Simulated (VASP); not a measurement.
# Bi2Pd (I4/mmm) in VASP: notebook

The runs below take Bi2Pd through single point, with LDA.

Program: VASP 6.6.1. These are calculated values, not measurements. Logs are shortened: lines on timing, memory, paths and dates and some standing lists are left out, and cuts for length are marked.

### 1 The cell of the first run

The structure is tetragonal, space group I4/mmm (No. 139). The conventional cell has a = 3.384 Å, b = 3.384 Å, c = 13.069 Å, α = 90.00°, β = 90.00°, γ = 90.00°. Within 3.9 Å of Bi (site symmetry 4mm) lie 4 Pd at 2.99 Å and 9 Bi at 3.38 to 3.80 Å. Pd (site symmetry 4/mmm) has 8 Bi at 2.99 Å and 4 Pd at 3.38 Å within 3.9 Å.

### 2 Single point, LDA

Input file INCAR:

```
  PREC = Accurate
  ENCUT = 520
  EDIFF = 1E-7
  ISMEAR = -1
  SIGMA = 0.1
  LREAL = F
  LASPH = T
  NELM = 100
  ALGO = Normal
  ISIF = 2
  LWAVE = F
  LCHARG = F
  NBANDS = 27
```

Input file KPOINTS:

```
Automatic mesh
0
Gamma
  11 11 11
```

Input file POSCAR:

```
Bi2Pd
1.0
   -1.6921327748      1.6921327748      6.5344913191
    1.6921327748     -1.6921327748      6.5344913191
    1.6921327748      1.6921327748     -6.5344913191
Bi Pd
2 1
Direct
    0.3630000000      0.3630000000      0.0000000000
    0.6370000000      0.6370000000      0.0000000000
    0.0000000000      0.0000000000      0.0000000000
```

Potentials or basis: VASP PAW LDA potentials, release 64 (Bi_d, Pd).

Command:

```sh
$ cat potpaw_LDA.64/Bi_d/POTCAR potpaw_LDA.64/Pd/POTCAR > POTCAR
$ mpirun -np 1 vasp_std > vasp.out
```

OUTCAR:

```text
PREC = Accurate
   ENCUT = 520
   EDIFF = 1E-7
   ISMEAR = -1
   LREAL = F
   LASPH = T
   NELM = 100
   ISIF = 2

 ion  position               nearest neighbor table
   1  0.363  0.363  0.000-   3 2.99   3 2.99   3 2.99   3 2.99   2 3.58   2 3.80   2 3.80   2 3.80
                             2 3.80
   2  0.637  0.637  0.000-   3 2.99   3 2.99   3 2.99   3 2.99   1 3.58   1 3.80   1 3.80   1 3.80
                             1 3.80
   3  0.000  0.000  0.000-   2 2.99   1 2.99   2 2.99   1 2.99   2 2.99   1 2.99   1 2.99   2 2.99

  LATTYP: Found a body centered tetragonal cell.
 ALAT       =     3.3842655496
 C/A-ratio  =     3.8616894705

  Lattice vectors:

 A1 = (  -1.6921327748,   1.6921327748,   6.5344913191)
 A2 = (   1.6921327748,  -1.6921327748,   6.5344913191)
 A3 = (   1.6921327748,   1.6921327748,  -6.5344913191)

Analysis of symmetry for initial positions (statically):
=====================================================================
 Subroutine PRICEL returns:
 Original cell was already a primitive cell.

 Routine SETGRP: Setting up the symmetry group for a
 body centered tetragonal supercell.

 Subroutine GETGRP returns: Found 16 space group operations
 (whereof 16 operations were pure point group operations)
 out of a pool of 16 trial point group operations.

The static configuration has the point symmetry D_4h.

Analysis of symmetry for dynamics (positions and initial velocities):
=====================================================================
 Subroutine PRICEL returns:
 Original cell was already a primitive cell.

 Routine SETGRP: Setting up the symmetry group for a
 body centered tetragonal supercell.

 Subroutine GETGRP returns: Found 16 space group operations
 (whereof 16 operations were pure point group operations)
 out of a pool of 16 trial point group operations.

The dynamic configuration has the point symmetry D_4h.

 Subroutine INISYM returns: Found 16 space group operations
 (whereof 16 operations are pure point group operations),
 and found     1 'primitive' translations

----------------------------------------------------------------------------------------

                                     Primitive cell

  volume of cell :      74.8412

[... 80 lines left out ...]
 SYSTEM =  unknown system
   PREC   = accura    normal or accurate (medium, high low for compatibility)
   ISTART =      0    job   : 0-new  1-cont  2-samecut
   ICHARG =      2    charge: 1-file 2-atom 10-const
   ISPIN  =      1    spin polarized calculation?
   LNONCOLLINEAR =      F non collinear calculations
   LSORBIT =      F    spin-orbit coupling
   LASPH  =      T    aspherical Exc in radial PAW
   ENCUT  =  520.0 eV  38.22 Ry    6.18 a.u.  12.94 12.94 12.94*2*pi/ulx,y,z
   NELM   =    100;   NELMIN=  2; NELMDL= -5     # of ELM steps
   EDIFF  = 0.1E-06   stopping-criterion for ELM
   LREAL  =      F    real-space projection
   EDIFFG = 0.1E-05   stopping-criterion for IOM
   NSW    =      0    number of steps for IOM
   IBRION =     -1    ionic relax: 0-MD 1-quasi-New 2-CG
   NFREE  =      0    steps in history (QN), initial steepest desc. (CG)
   ISIF   =      2    stress and relaxation
   ISYM   =      2    0-nonsym 1-usesym 2-fastsym
   POTIM  = 0.5000    time-step for ionic-motion
   TEBEG  =    0.0;   TEEND  =   0.0 temperature during run
   PSTRESS=    0.0 pullay stress
   NELECT =      40.0000    total number of electrons
   NUPDOWN=      -1.0000    fix difference up-down
   EMIN   =  10.00;   EMAX   =-10.00  energy-range for DOS
   EFERMI =   0.00;   METHOD = LEGACY
   ISMEAR =    -1;   SIGMA  =   0.10  broadening in eV -4-tet -1-fermi 0-gaus
   EFERMI_NEDOS =   21; number of points for ismear=-14 and -15
   IALGO  =     38    algorithm
   IMIX   =      4    mixing-type and parameters
     AMIX     =   0.40;   BMIX     =  1.00
     AMIX_MAG =   1.60;   BMIX_MAG =  1.00
  volume/ion in A,a.u.               =      24.95       168.35
  Fermi-wavevector in a.u.,A,eV,Ry     =   1.328560  2.510615 24.015270  1.765073
  Thomas-Fermi vector in A             =   2.457789
   LORBIT       =      0    0 simple, 1 ext, 2 COOP (PROOUT), +10 PAW based schemes
   GGA     = CA    functional components
   LHFCALC =     F    Hartree Fock is set to
   AEXX    =    0.0000 exact exchange contribution
   IVDW    =     0    specifies the selected vdW correction
   LEPSILON=     F    determine dielectric tensor
   LRPA    =     F    only Hartree local field effects (RPA)
 non-spin polarized calculation
  energy-cutoff  :      520.00
  volume of cell :       74.84
 maximum number of plane-waves:      2036
 NGX is ok and might be reduce to    54
   NGX = 25   NGY = 25   NGZ = 25

 number of electron      40.0000002 magnetization

 Free energy of the ion-electron system (eV)
  ---------------------------------------------------
  ext. energy  EPLUGINS =         0.00000000
  ---------------------------------------------------
  free energy    TOTEN  =       -16.24528180 eV

  energy without entropy =      -16.20402232  energy(sigma->0) =      -16.22465206

 E-fermi :   8.6234     XC(G=0): -11.2386

 val. band max:        8.6214495356   @ k =   0.4545   0.3636   0.0909
 cond. band min:       8.6551508815   @ k =  -0.3636   0.4545   0.3636
 fundamental gap:      0.0337013459
 Fermi energy:         8.6234055648

 k-point     1 :       0.0000    0.0000    0.0000
  band No.  band energies     occupation
      1     -14.5484      2.00000
      2     -14.5398      2.00000
      3     -14.4712      2.00000
      4     -14.4197      2.00000
      5     -14.3654      2.00000
      6     -14.3654      2.00000
[... 709 lines left out ...]
     26      17.3489      0.00000
     27      17.4977      0.00000

 [... further k-points ...]
[... 5 lines left out ...]
  --------------------------------------------------------------------------------------
  -------------------------------------------------------------------------------------
  Total       -2.2493566     -2.2493566     -2.3310816      0.0000000      0.0000000      0.0000000
  in kB      -48.1535427    -48.1535427    -49.9030875      0.0000000      0.0000000      0.0000000
  external PRESSURE =     -48.7367243 kB  Pullay stress =       0.0000000 kB

 VOLUME and BASIS-vectors are now :
 -----------------------------------------------------------------------------
  energy-cutoff  :      520.00
  volume of cell :       74.84
      direct lattice vectors                 reciprocal lattice vectors
    -1.692132775  1.692132775  6.534491319     0.000000000  0.295485087  0.076517050
     1.692132775 -1.692132775  6.534491319     0.295485087  0.000000000  0.076517050
     1.692132775  1.692132775 -6.534491319     0.295485087  0.295485087  0.000000000

 POSITION                                       TOTAL-FORCE (eV/Angst)
 -----------------------------------------------------------------------------------
      0.00000      0.00000      4.74404        -0.000000     -0.000000      0.364505
      0.00000      0.00000      8.32494        -0.000000     -0.000000     -0.364505
      0.00000      0.00000      0.00000         0.000000      0.000000      0.000000
 -----------------------------------------------------------------------------------
    total drift:                                0.000000      0.000000     -0.000000

  FREE ENERGIE OF THE ION-ELECTRON SYSTEM (eV)
  ---------------------------------------------------
  free  energy   TOTEN  =       -16.2452818030 eV

  energy  without entropy=      -16.2040223166  energy(sigma->0) =      -16.22465206
```

OSZICAR:

```text
N       E                     dE             d eps       ncg     rms          rms(c)
DAV:   1     0.417480142544E+03    0.41748E+03   -0.20592E+04  6807   0.180E+03
DAV:   2     0.212274841497E+02   -0.39625E+03   -0.38686E+03  6892   0.479E+02
DAV:   3    -0.151364330099E+02   -0.36364E+02   -0.35842E+02  7927   0.156E+02
DAV:   4    -0.164032048065E+02   -0.12668E+01   -0.12639E+01  8027   0.300E+01
DAV:   5    -0.164635869873E+02   -0.60382E-01   -0.60377E-01  9250   0.611E+00    0.397E+00
DAV:   6    -0.162859092687E+02    0.17768E+00   -0.21452E-01  7779   0.366E+00    0.216E+00
DAV:   7    -0.162478071394E+02    0.38102E-01   -0.14677E-01  8307   0.271E+00    0.612E-01
DAV:   8    -0.162461078806E+02    0.16993E-02   -0.14242E-02  7653   0.834E-01    0.268E-01
DAV:   9    -0.162452949500E+02    0.81293E-03   -0.39998E-03  8672   0.603E-01    0.548E-02
DAV:  10    -0.162452832142E+02    0.11736E-04   -0.37157E-04  7295   0.123E-01    0.274E-02
DAV:  11    -0.162452825611E+02    0.65318E-06   -0.61765E-05  9767   0.601E-02    0.711E-03
DAV:  12    -0.162452817809E+02    0.78012E-06   -0.48729E-06  7697   0.205E-02    0.246E-03
DAV:  13    -0.162452818030E+02   -0.22060E-07   -0.25950E-07  6515   0.383E-03
   1 F= -.16245282E+02 E0= -.16224652E+02  d E =-.412595E-01
```

Wall time 6.8 min (1 thread of Intel Xeon 6975P-C (Granite Rapids), shared host); peak memory 0.44 GiB.

What came out:

```
Free energy            : -16.2453 eV
Pressure               : -4.9 GPa
Largest force          : 0.365 eV/Å
Band gap on the k mesh : zero (bands 20 and 21 overlap by 3.09 eV)
```

Forces in eV/Å, atoms in the order of the input:
```
Bi   0.000  0.000  0.365
Bi   0.000  0.000 -0.365
Pd   0.000  0.000  0.000
```

Caveat: the cell stands under tension; spin-orbit coupling is left out, which moves the levels of the heavy elements.

### 3 Single point, LDA

This run uses another cell than the first one, of 25.44 Å³/atom.

Input file INCAR:

```
  PREC = Accurate
  ENCUT = 520
  EDIFF = 1E-7
  ISMEAR = -1
  SIGMA = 0.1
  LREAL = False
  LASPH = True
  NELM = 100
  ALGO = Normal
  ISIF = 2
  LWAVE = False
  LCHARG = True
  GGA = CA
  LELF = True
  LVHAR = True
  NBANDS = 27
```

Input file KPOINTS:

```
regular mesh
0
Gamma
  11 11 11
```

Input file POSCAR:

```
Bi2Pd
1.0
   -1.7031209578      1.7031209578      6.5769242699
    1.7031209578     -1.7031209578      6.5769242699
    1.7031209578      1.7031209578     -6.5769242699
Bi Pd
2 1
Direct
    0.3630000000      0.3630000000      0.0000000000
    0.6370000000      0.6370000000      0.0000000000
    0.0000000000      0.0000000000      0.0000000000
```

Potentials or basis: VASP PAW LDA potentials, release 64 (Bi_d, Pd).

Command:

```sh
$ cat potpaw_LDA.64/Bi_d/POTCAR potpaw_LDA.64/Pd/POTCAR > POTCAR
$ mpirun -np 1 vasp_std > vasp.out
```

Wall time 7.7 min (1 thread of Intel Xeon 6975P-C (Granite Rapids), shared host); peak memory 0.44 GiB.

The run converged. Its results:

| Item | Value |
| --- | --- |
| Free energy | -16.1951 eV |
| Pressure | -6.2 GPa |
| Largest force | 0.462 eV/Å |
| Band gap on the k mesh | zero (bands 20 and 21 overlap by 3.06 eV) |

Forces in eV/Å, atoms in the order of the input:
```
Bi   0.000  0.000  0.462
Bi   0.000  0.000 -0.462
Pd   0.000  0.000  0.000
```

Levels at points of the mesh, in eV from the Fermi level:
```csv
k point,band 18,band 19,band 20,band 21,band 22,band 23
"(0.00, 0.00, 0.00)",-2.41,1.57,2.39,2.39,3.01,3.01
```

Caveat: the cell stands under tension; spin-orbit coupling is left out, which moves the levels of the heavy elements.

### 4 Single point, LDA

This run uses another cell than the first one, of 25.93 Å³/atom.

Input file INCAR:

```
PREC = Accurate
ENCUT = 520
EDIFF = 1E-7
ISMEAR = -1
SIGMA = 0.1
LREAL = F
LASPH = T
NELM = 100
ALGO = Normal
ISIF = 2
LWAVE = F
LCHARG = F
GGA = CA
NBANDS = 27
```

Input file KPOINTS:

```
Automatic mesh
0
Gamma
  11 11 11
```

Input file POSCAR:

```
Bi2Pd
1.0
   -1.7139691545      1.7139691545      6.6188166368
    1.7139691545     -1.7139691545      6.6188166368
    1.7139691545      1.7139691545     -6.6188166368
Bi Pd
2 1
Direct
    0.3630000000      0.3630000000      0.0000000000
    0.6370000000      0.6370000000      0.0000000000
    0.0000000000      0.0000000000      0.0000000000
```

Potentials or basis: VASP PAW LDA potentials, release 64 (Bi_d, Pd).

Command:

```sh
$ cat potpaw_LDA.64/Bi_d/POTCAR potpaw_LDA.64/Pd/POTCAR > POTCAR
$ mpirun -np 1 vasp_std > vasp.out
```

OUTCAR:

```text
PREC = Accurate
   ENCUT = 520
   EDIFF = 1E-7
   ISMEAR = -1
   LREAL = F
   LASPH = T
   NELM = 100
   ISIF = 2
   GGA = CA

 ion  position               nearest neighbor table
   1  0.363  0.363  0.000-   3 3.03   3 3.03   3 3.03   3 3.03   2 3.63   2 3.85   2 3.85   2 3.85
                             2 3.85
   2  0.637  0.637  0.000-   3 3.03   3 3.03   3 3.03   3 3.03   1 3.63   1 3.85   1 3.85   1 3.85
                             1 3.85
   3  0.000  0.000  0.000-   2 3.03   2 3.03   2 3.03   1 3.03   2 3.03   1 3.03   1 3.03   1 3.03

  LATTYP: Found a body centered tetragonal cell.
 ALAT       =     3.4279383090
[... 909 lines left out ...]
     27      16.8131      0.00000

 [... further k-points ...]
[... 5 lines left out ...]
  --------------------------------------------------------------------------------------
  -------------------------------------------------------------------------------------
  Total       -3.6023042     -3.6023042     -3.5871214      0.0000000      0.0000000      0.0000000
  in kB      -74.2069561    -74.2069561    -73.8941938      0.0000000      0.0000000      0.0000000
  external PRESSURE =     -74.1027020 kB  Pullay stress =       0.0000000 kB

 VOLUME and BASIS-vectors are now :
 -----------------------------------------------------------------------------
  energy-cutoff  :      520.00
  volume of cell :       77.78
      direct lattice vectors                 reciprocal lattice vectors
    -1.713969154  1.713969154  6.618816637     0.000000000  0.291720536  0.075542205
     1.713969154 -1.713969154  6.618816637     0.291720536  0.000000000  0.075542205
     1.713969154  1.713969154 -6.618816637     0.291720536  0.291720536  0.000000000

 POSITION                                       TOTAL-FORCE (eV/Angst)
 -----------------------------------------------------------------------------------
      0.00000      0.00000      4.80526        -0.000000     -0.000000      0.549981
      0.00000      0.00000      8.43237         0.000000      0.000000     -0.549981
      0.00000      0.00000      0.00000        -0.000000     -0.000000      0.000000
 -----------------------------------------------------------------------------------
    total drift:                                0.000000      0.000000     -0.000000

  FREE ENERGIE OF THE ION-ELECTRON SYSTEM (eV)
  ---------------------------------------------------
  free  energy   TOTEN  =       -16.1332486080 eV

  energy  without entropy=      -16.0905179523  energy(sigma->0) =      -16.11188328
```

OSZICAR:

```text
N       E                     dE             d eps       ncg     rms          rms(c)
DAV:   1     0.415314292691E+03    0.41531E+03   -0.20573E+04  6812   0.178E+03
DAV:   2     0.214952733137E+02   -0.39382E+03   -0.38455E+03  6897   0.474E+02
DAV:   3    -0.150040988345E+02   -0.36499E+02   -0.35954E+02  7984   0.156E+02
DAV:   4    -0.162944090708E+02   -0.12903E+01   -0.12874E+01  7890   0.303E+01
DAV:   5    -0.163575475435E+02   -0.63138E-01   -0.63134E-01  9290   0.625E+00    0.352E+00
DAV:   6    -0.161737848447E+02    0.18376E+00   -0.22743E-01  7855   0.371E+00    0.197E+00
DAV:   7    -0.161394592401E+02    0.34326E-01   -0.18388E-01  7761   0.297E+00    0.789E-01
DAV:   8    -0.161341117326E+02    0.53475E-02   -0.21645E-02  7642   0.979E-01    0.318E-01
DAV:   9    -0.161332598381E+02    0.85189E-03   -0.43786E-03  8454   0.592E-01    0.529E-02
DAV:  10    -0.161332506811E+02    0.91570E-05   -0.38397E-04  7345   0.129E-01    0.301E-02
DAV:  11    -0.161332488539E+02    0.18272E-05   -0.75074E-05  9540   0.579E-02    0.617E-03
DAV:  12    -0.161332485723E+02    0.28163E-06   -0.36822E-06  7565   0.151E-02    0.288E-03
DAV:  13    -0.161332486080E+02   -0.35723E-07   -0.25546E-07  6066   0.351E-03
   1 F= -.16133249E+02 E0= -.16111883E+02  d E =-.427307E-01
```

Wall time 6.8 min (1 thread of Intel Xeon 6975P-C (Granite Rapids), shared host); peak memory 0.45 GiB.

What came out:

* Free energy: -16.1332 eV
* Pressure: -7.4 GPa
* Largest force: 0.550 eV/Å
* Band gap on the k mesh: zero (bands 20 and 21 overlap by 3.03 eV)

Forces in eV/Å, atoms in the order of the input:
```
Bi   0.000  0.000  0.550
Bi   0.000  0.000 -0.550
Pd   0.000  0.000  0.000
```

Caveat: the cell stands under tension; spin-orbit coupling is left out, which moves the levels of the heavy elements.

### 5 Overview

| cell | gap on the mesh (eV) | pressure (GPa) | largest force (eV/Å) |
| --- | --- | --- | --- |
| a = 6.959 Å, angles 151.9, 151.9, 40.2°, 3 atoms | none | -4.9 | 0.36 |
| a = 7.004 Å, angles 151.9, 151.9, 40.2°, 3 atoms | none | -6.2 | 0.46 |
| a = 7.049 Å, angles 151.9, 151.9, 40.2°, 3 atoms | none | -7.4 | 0.55 |

Alike in all rows: task single point; level LDA; potentials or basis VASP PAW LDA potentials, release 64 (Bi_d, Pd); no spin polarisation; k mesh 11 × 11 × 11; cutoff (eV) 520; smearing fermi-dirac 0.1 eV.

Caveats: the cell stands under tension; spin-orbit coupling is left out, which moves the levels of the heavy elements.

Absolute energies hang on the potentials; compare differences alone.

The gap in the log of VASP goes by the Fermi energy; the results here count the filled bands.